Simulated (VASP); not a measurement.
# YMg2O2 (I4/mmm) in VASP: relaxation of cell and atoms with PBE

Aim: the relaxation of cell and atoms of YMg2O2 with PBE.

All numbers are computed with VASP 6.6.1; they aren't measurements. Logs are shortened: lines on timing, memory, paths and dates and some standing lists are left out, and cuts for length are marked.

## Step 1: The cell of the first run

The structure is tetragonal, space group I4/mmm (No. 139). Conventional cell: a = 5.442 Å, b = 5.442 Å, c = 5.182 Å, α = 90.00°, β = 90.00°, γ = 90.00°. Within 2.6 Å of Y (site symmetry 4/mmm) lie 2 O at 1.93 Å. Mg (site symmetry mmm) has 2 Mg at 2.59 Å and 2 Y at 2.72 Å and 8 O at 2.80 to 3.34 Å within 3.4 Å. Within 1.8 Å of O (site symmetry 4mm) lie 1 O at 1.32 Å.

The cell was generated, and may not be a known phase.

## Step 2: Relaxation of cell and atoms, PBE

INCAR reads:

```
PREC = Accurate ; ENCUT = 840
EDIFF = 1E-7 ; ISMEAR = 0
SIGMA = 0.1 ; LREAL = F
LASPH = T ; NELM = 120
ALGO = Normal ; ISIF = 3
LWAVE = F ; LCHARG = F
GGA = PE ; IBRION = 2
NSW = 90 ; EDIFFG = -0.04
GGA_COMPAT = F ; NELMIN = 4
```

KPOINTS reads:

```
regular mesh
0
Gamma
  4 4 4
```

POSCAR reads:

```
YMg2O2
1.0
   -2.7211163800      2.7211163800      2.5910170900
    2.7211163800     -2.7211163800      2.5910170900
    2.7211163800      2.7211163800     -2.5910170900
Y Mg O
1 2 2
Direct
    0.5000000000      0.5000000000      0.0000000000
    0.5000000000      0.0000000000      0.5000000000
    0.0000000000      0.5000000000      0.5000000000
    0.8722972600      0.8722972600      0.0000000000
    0.1277027400      0.1277027400      0.0000000000
```

Potentials or basis: VASP PAW PBE potentials, release 64 (Y_sv, Mg_sv, O).

The run is started by

```sh
$ cat potpaw_PBE.64/Y_sv/POTCAR potpaw_PBE.64/Mg_sv/POTCAR potpaw_PBE.64/O/POTCAR > POTCAR
$ mpirun -np 1 vasp_std > vasp.out
```

OUTCAR:

```text
PREC = Accurate
   ENCUT = 840
   EDIFF = 1E-7
   ISMEAR = 0
   LREAL = F
   LASPH = T
   NELM = 120
   ISIF = 3
   GGA = PE
   IBRION = 2
   NSW = 90
   EDIFFG = -0.04
   NELMIN = 4

 ion  position               nearest neighbor table
   1  0.500  0.500  0.000-   4 1.93   5 1.93   2 2.72   3 2.72   2 2.72   3 2.72
   2  0.500  0.000  0.500-   1 2.72   1 2.72
   3  0.000  0.500  0.500-   1 2.72   1 2.72
   4  0.872  0.872  0.000-   5 1.32   1 1.93
   5  0.128  0.128  0.000-   4 1.32   1 1.93

  LATTYP: Found a body centered tetragonal cell.
 ALAT       =     5.4422327600
 C/A-ratio  =     0.9521890019

  Lattice vectors:

 A1 = (  -2.7211163800,   2.7211163800,   2.5910170900)
 A2 = (   2.7211163800,  -2.7211163800,   2.5910170900)
 A3 = (   2.7211163800,   2.7211163800,  -2.5910170900)

Analysis of symmetry for initial positions (statically):
=====================================================================
 Subroutine PRICEL returns:
 Original cell was already a primitive cell.

 Routine SETGRP: Setting up the symmetry group for a
 body centered tetragonal supercell.

 Subroutine GETGRP returns: Found 16 space group operations
 (whereof 16 operations were pure point group operations)
 out of a pool of 16 trial point group operations.

The static configuration has the point symmetry D_4h.

Analysis of symmetry for dynamics (positions and initial velocities):
=====================================================================
 Subroutine PRICEL returns:
 Original cell was already a primitive cell.

 Routine SETGRP: Setting up the symmetry group for a
 body centered tetragonal supercell.

 Subroutine GETGRP returns: Found 16 space group operations
 (whereof 16 operations were pure point group operations)
 out of a pool of 16 trial point group operations.

The dynamic configuration has the point symmetry D_4h.

 Subroutine INISYM returns: Found 16 space group operations
 (whereof 16 operations are pure point group operations),
 and found     1 'primitive' translations

----------------------------------------------------------------------------------------

                                     Primitive cell

  volume of cell :      76.7405

  direct lattice vectors                    reciprocal lattice vectors
    -2.721116380  2.721116380  2.591017090     0.000000000  0.183748113  0.192974412
     2.721116380 -2.721116380  2.591017090     0.183748113  0.000000000  0.192974412
     2.721116380  2.721116380 -2.591017090     0.183748113  0.183748113  0.000000000

  length of vectors
     4.639215264  4.639215264  4.639215264     0.266462929  0.266462929  0.259859073

  position of ions in fractional coordinates (direct lattice)
     0.500000000  0.500000000  0.000000000
     0.500000000  0.000000000  0.500000000
     0.000000000  0.500000000  0.500000000
     0.872297260  0.872297260  0.000000000
     0.127702740  0.127702740  0.000000000

  ion indices of the primitive-cell ions
   primitive index   ion index
                 1           1
                 2           2
                 3           3
                 4           4
                 5           5

----------------------------------------------------------------------------------------

 KPOINTS: regular mesh

Automatic generation of k-mesh.
 Grid dimensions read from file:
 generate k-points for:    4    4    4

 Generating k-lattice:

  Cartesian coordinates                     Fractional coordinates (reciprocal lattice)
     0.000000000  0.045937028  0.048243603     0.250000000  0.000000000  0.000000000
     0.045937028  0.000000000  0.048243603     0.000000000  0.250000000  0.000000000
     0.045937028  0.045937028  0.000000000     0.000000000  0.000000000  0.250000000

  Length of vectors
     0.066615732  0.066615732  0.064964768

  Shift w.r.t. Gamma in fractional coordinates (k-lattice)
     0.000000000  0.000000000  0.000000000

 Subroutine IBZKPT returns following result:
 ===========================================

 Found     13 irreducible k-points:

 Following reciprocal coordinates:
            Coordinates               Weight
  0.000000  0.000000  0.000000      1.000000
  0.250000 -0.000000  0.000000      8.000000
  0.500000 -0.000000  0.000000      4.000000
  0.250000  0.250000  0.000000      8.000000
  0.500000  0.250000  0.000000     16.000000
 -0.250000  0.250000  0.000000      4.000000
  0.500000  0.500000  0.000000      2.000000
  0.250000  0.250000  0.250000      2.000000
 -0.250000  0.250000  0.250000      4.000000
  0.500000  0.500000  0.250000      4.000000
 -0.250000  0.500000  0.250000      8.000000
 -0.250000 -0.250000  0.250000      2.000000
  0.500000  0.500000  0.500000      1.000000
   k-points           NKPTS =     13   k-points in BZ     NKDIM =     13   number of bands    NBANDS=     25
   number of dos      NEDOS =    301   number of ions     NIONS =      5
   total plane-waves  NPLWV = 110592
   dimension x,y,z NGX =    48 NGY =   48 NGZ =   48
   dimension x,y,z NGXF=    96 NGYF=   96 NGZF=   96
   ions per type =               1   2   2
   NGX,Y,Z   is equivalent  to a cutoff of  17.20, 17.20, 17.20 a.u.
   NGXF,Y,Z  is equivalent  to a cutoff of  34.40, 34.40, 34.40 a.u.
 SYSTEM =  unknown system
   PREC   = accura    normal or accurate (medium, high low for compatibility)
   ISTART =      0    job   : 0-new  1-cont  2-samecut
   ICHARG =      2    charge: 1-file 2-atom 10-const
   ISPIN  =      1    spin polarized calculation?
   LNONCOLLINEAR =      F non collinear calculations
   LSORBIT =      F    spin-orbit coupling
   LASPH  =      T    aspherical Exc in radial PAW
   ENCUT  =  840.0 eV  61.74 Ry    7.86 a.u.  10.96 10.96 10.96*2*pi/ulx,y,z
   NELM   =    120;   NELMIN=  4; NELMDL= -5     # of ELM steps
   EDIFF  = 0.1E-06   stopping-criterion for ELM
   LREAL  =      F    real-space projection
   EDIFFG = -.4E-01   stopping-criterion for IOM
   NSW    =     90    number of steps for IOM
   IBRION =      2    ionic relax: 0-MD 1-quasi-New 2-CG
   NFREE  =      1    steps in history (QN), initial steepest desc. (CG)
   ISIF   =      3    stress and relaxation
   ISYM   =      2    0-nonsym 1-usesym 2-fastsym
   POTIM  = 0.5000    time-step for ionic-motion
   TEBEG  =    0.0;   TEEND  =   0.0 temperature during run
   PSTRESS=    0.0 pullay stress
   NELECT =      43.0000    total number of electrons
   NUPDOWN=      -1.0000    fix difference up-down
   EMIN   =  10.00;   EMAX   =-10.00  energy-range for DOS
   EFERMI =   0.00;   METHOD = LEGACY
   ISMEAR =     0;   SIGMA  =   0.10  broadening in eV -4-tet -1-fermi 0-gaus
   EFERMI_NEDOS =   21; number of points for ismear=-14 and -15
   IALGO  =     38    algorithm
   IMIX   =      4    mixing-type and parameters
     AMIX     =   0.40;   BMIX     =  1.00
     AMIX_MAG =   1.60;   BMIX_MAG =  1.00
  volume/ion in A,a.u.               =      15.35       103.57
  Fermi-wavevector in a.u.,A,eV,Ry     =   1.349655  2.550478 24.783951  1.821569
  Thomas-Fermi vector in A             =   2.477224
   LORBIT       =      0    0 simple, 1 ext, 2 COOP (PROOUT), +10 PAW based schemes
   GGA     = PE    functional components
   LHFCALC =     F    Hartree Fock is set to
   AEXX    =    0.0000 exact exchange contribution
   IVDW    =     0    specifies the selected vdW correction
   LEPSILON=     F    determine dielectric tensor
   LRPA    =     F    only Hartree local field effects (RPA)
 conjugate gradient relaxation of ions
 non-spin polarized calculation
 Gauss-broadening in eV      SIGMA  =   0.10
  energy-cutoff  :      840.00
  volume of cell :       76.74
 maximum number of plane-waves:      4276
 NGX is ok and might be reduce to    48
   NGX = 21   NGY = 21   NGZ = 21

--------------------------------------- Ionic step        1  -------------------------------------------

 number of electron      42.9999994 magnetization

 Free energy of the ion-electron system (eV)
  ---------------------------------------------------
  ext. energy  EPLUGINS =         0.00000000
  ---------------------------------------------------
  free energy    TOTEN  =       -18.23733478 eV

  energy without entropy =      -18.22101223  energy(sigma->0) =      -18.22917350

 E-fermi :   4.6026     XC(G=0): -10.1082

 val. band max:        4.5992967821   @ k =   0.2500  -0.0000   0.0000
 cond. band min:       4.6504629895   @ k =   0.2500   0.2500   0.0000
 fundamental gap:      0.0511662074
 Fermi energy:         4.6025590233

 k-point     1 :       0.0000    0.0000    0.0000
  band No.  band energies     occupation
      1     -71.7519      2.00000
      2     -71.7360      2.00000
      3     -38.5553      2.00000
      4     -38.5551      2.00000
      5     -38.5551      2.00000
      6     -38.4955      2.00000
[... 17 lines left out ...]
     24       8.1065      0.00000
     25       8.1065      0.00000
[... 434 lines left out ...]
 POSITION                                       TOTAL-FORCE (eV/Angst)
 -----------------------------------------------------------------------------------
      0.00000      0.00000      2.91969        -0.000000     -0.000000     -0.000000
      0.00000      2.89913      0.00000        -0.000000     -0.000000     -0.000000
      2.89913      0.00000      0.00000        -0.000000     -0.000000     -0.000000
      0.00000      0.00000      5.11634        -0.000000     -0.000000      0.547676
      0.00000      0.00000      0.72304         0.000000      0.000000     -0.547676
 -----------------------------------------------------------------------------------
    total drift:                               -0.000000     -0.000000     -0.000000

  FREE ENERGIE OF THE ION-ELECTRON SYSTEM (eV)
  ---------------------------------------------------
  free  energy   TOTEN  =       -20.0250204216 eV

  energy  without entropy=      -20.0133656002  energy(sigma->0) =      -20.01919301

[... ionic steps 4 to 9 ...]

--------------------------------------- Ionic step       10  -------------------------------------------

 number of electron      42.9999994 magnetization

------------------------ aborting loop because EDIFF is reached ----------------------------------------

  FORCE on cell =-STRESS in cart. coord.  units (eV):
  Direction    XX          YY          ZZ          XY          YZ          ZX
  --------------------------------------------------------------------------------------
  -------------------------------------------------------------------------------------
  Total       -0.0644519     -0.0644519     -0.1575326      0.0000000     -0.0000000     -0.0000000
  in kB       -0.8362299     -0.8362299     -2.0439017      0.0000000     -0.0000000     -0.0000000
  external PRESSURE =      -1.2387871 kB  Pullay stress =       0.0000000 kB

 VOLUME and BASIS-vectors are now :
 -----------------------------------------------------------------------------
  energy-cutoff  :      840.00
  volume of cell :      123.49
      direct lattice vectors                 reciprocal lattice vectors
    -3.335451406  3.335451406  2.774928088     0.000000000  0.149904747  0.180184850
     3.335451406 -3.335451406  2.774928088     0.149904747  0.000000000  0.180184850
     3.335451406  3.335451406 -2.774928088     0.149904747  0.149904747  0.000000000
[... 40 lines left out ...]
 POSITION                                       TOTAL-FORCE (eV/Angst)
 -----------------------------------------------------------------------------------
      0.00000      0.00000      2.77529         0.000000      0.000000     -0.000000
      0.00000      3.33508      0.00000         0.000000      0.000000     -0.000000
      3.33508      0.00000      0.00000         0.000000      0.000000      0.000000
      0.00000      0.00000      4.85531        -0.000000     -0.000000     -0.078807
      0.00000      0.00000      0.69527        -0.000000     -0.000000      0.078807
 -----------------------------------------------------------------------------------
    total drift:                               -0.000000     -0.000000      0.000000

  FREE ENERGIE OF THE ION-ELECTRON SYSTEM (eV)
  ---------------------------------------------------
  free  energy   TOTEN  =       -20.8872320106 eV

  energy  without entropy=      -20.8780727262  energy(sigma->0) =      -20.88265237

--------------------------------------- Ionic step       12  -------------------------------------------

 number of electron      42.9999993 magnetization

 Free energy of the ion-electron system (eV)
  ---------------------------------------------------
  ext. energy  EPLUGINS =         0.00000000
  ---------------------------------------------------
  free energy    TOTEN  =       -20.88742435 eV

  energy without entropy =      -20.87828793  energy(sigma->0) =      -20.88285614

 E-fermi :   1.6109     XC(G=0):  -8.1509

 val. band max:        1.4489225548   @ k =  -0.2500   0.5000   0.2500
 cond. band min:       1.6465126387   @ k =   0.2500   0.2500   0.0000
 fundamental gap:      0.1975900839
 Fermi energy:         1.6108823876

 k-point     1 :       0.0000    0.0000    0.0000
  band No.  band energies     occupation
      1     -74.7478      2.00000
      2     -74.7414      2.00000
      3     -41.6736      2.00000
      4     -41.5377      2.00000
      5     -41.5356      2.00000
      6     -41.5356      2.00000
[... 17 lines left out ...]
     24       3.6475      0.00000
     25       3.6475      0.00000
[... 356 lines left out ...]
 POSITION                                       TOTAL-FORCE (eV/Angst)
 -----------------------------------------------------------------------------------
      0.00000      0.00000      2.77400         0.000000      0.000000      0.000000
      0.00000      3.33441      0.00000         0.000000      0.000000      0.000000
      3.33441      0.00000      0.00000         0.000000      0.000000      0.000000
      0.00000      0.00000      4.85202        -0.000000     -0.000000     -0.015276
      0.00000      0.00000      0.69598         0.000000      0.000000      0.015276
 -----------------------------------------------------------------------------------
    total drift:                               -0.000000      0.000000      0.000000

  FREE ENERGIE OF THE ION-ELECTRON SYSTEM (eV)
  ---------------------------------------------------
  free  energy   TOTEN  =       -20.8874243504 eV

  energy  without entropy=      -20.8782879320  energy(sigma->0) =      -20.88285614

 reached required accuracy - stopping structural energy minimisation
```

Run time: 7.2 min. Hardware: 1 thread of AMD EPYC 9R45 (Zen 5), shared host; peak memory 0.35 GiB.

What came out:

```
Free energy                           : -20.8874 eV
Relaxed volume                        : 24.67 Å³/atom
Relaxed cell                          : a = 5.471 Å, b = 5.471 Å, c = 5.471 Å, α = 104.90°, β = 104.90°, γ = 119.07°
Space group after relaxing (to 0.1 Å) : I4/mmm (No. 139)
Energy gained by relaxing             : 530.0 meV/atom
Ionic steps                           : 12
Pressure after relaxing               : -0.1 GPa
Largest force after relaxing          : 0.015 eV/Å
Band gap on the k mesh                : zero (an odd number of electrons rules out a gap without spin polarisation)
```

Forces in eV/Å, atoms in the order of the input:
```
Y    0.000  0.000  0.000
Mg   0.000  0.000  0.000
Mg   0.000  0.000  0.000
O    0.000  0.000 -0.015
O    0.000  0.000  0.015
```

The path:
```
step  energy change (eV)  largest force (eV/Å)  pressure (GPa)  volume (Å³)
   1              0.0000                0.6256           31.21        76.74
   2             -1.4007                0.9778           -3.92       114.66
   3             -1.7877                0.5477            2.85        98.16
   4             -2.3642                1.8802            1.30       108.01
   5             -2.4061                4.1551            1.83       114.08
   6             -2.6082                1.7283            0.76       120.14
   7             -2.6415                0.1755            0.39       124.81
   8             -2.6427                0.4174            0.44       124.05
   9             -2.6488                0.2092            0.09       123.70
  10             -2.6499                0.0851           -0.12       123.49
  11             -2.6499                0.0788           -0.14       123.48
  12             -2.6501                0.0153           -0.10       123.37
```

Final structure:
```cif
data_structure
_symmetry_space_group_name_H-M 'P 1'
_symmetry_Int_Tables_number 1
_cell_length_a 5.4710
_cell_length_b 5.4710
_cell_length_c 5.4710
_cell_angle_alpha 104.897
_cell_angle_beta 104.897
_cell_angle_gamma 119.066
_cell_volume 123.37
loop_
_atom_site_label
_atom_site_type_symbol
_atom_site_fract_x
_atom_site_fract_y
_atom_site_fract_z
_atom_site_occupancy
Y1 Y 0.50000 0.50000 0.00000 1
Mg1 Mg 0.50000 0.00000 0.50000 1
Mg2 Mg 0.00000 0.50000 0.50000 1
O1 O 0.87455 0.87455 0.00000 1
O2 O 0.12545 0.12545 0.00000 1
```

Levels at points of the mesh, in eV from the Fermi level:
```csv
k point,band 17,band 18,band 19,band 20,band 21,band 22,band 23,band 24,band 25
"(0.00, 0.00, 0.00)",-5.93,-4.55,-2.57,-2.57,0.50,0.55,0.94,2.04,2.04
"(0.50, 0.00, 0.00)",-6.21,-2.76,-2.71,-1.82,-1.29,-0.24,0.86,1.40,1.98
"(0.50, 0.50, 0.00)",-5.92,-3.08,-2.74,-2.33,-1.74,0.21,0.96,1.39,1.62
"(0.50, 0.50, 0.50)",-6.06,-3.35,-2.36,-2.36,-0.48,0.04,0.10,0.10,1.97
```

Caveat: the k points lie up to 0.37 Å⁻¹ apart in the final cell, too coarse for converged energies and pressures of a metal; the volume moved by over 15 % at a fixed basis, so the end points are rough.

The gap in the log of VASP goes by the Fermi energy; the results here count the filled bands.